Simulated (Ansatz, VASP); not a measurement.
## Zn4O: VASP beside Ansatz

```
Zn O
1.0
     3.03970    0.00000    0.00000
    -1.51985    2.63246    0.00000
     0.00000    0.00000    9.03705
Zn O
4 1
Direct
  0.66667 0.33333 0.01879
  0.00000 0.00000 0.69996
  0.33333 0.66667 0.46340
  0.00000 0.00000 0.23631
  0.66667 0.33333 0.80607
```

Alike in both runs: task relaxation of cell and atoms; functional PBE; k mesh 12 × 12 × 4; occupations gaussian, width 0.1 eV; no spin polarisation.

|  | VASP | Ansatz |
| --- | --- | --- |
| version | VASP 6.6.1 | Ansatz 0.2.0 |
| potentials or method | VASP PAW PBE potentials, release 64 (Zn, O), cutoff 600 eV | scalar-relativistic, plane waves, PAW |
| valence electrons in the cell | 54 | 54 |

VASP gave:

```
gap on the k mesh at the Fermi level, each at its own relaxed structure (eV) : none
relaxed volume (Å³/atom)                                                     : 14.53
relaxed cell length with the largest relative difference (Å)                 : 3.045
```

Question: Which values does Ansatz return?

Answer: gap on the k mesh at the Fermi level, each at its own relaxed structure (eV): none; relaxed volume (Å³/atom): 14.46; relaxed cell length with the largest relative difference (Å): 3.040.

A gap of «none» marks a metal or a gap that the smearing closes.
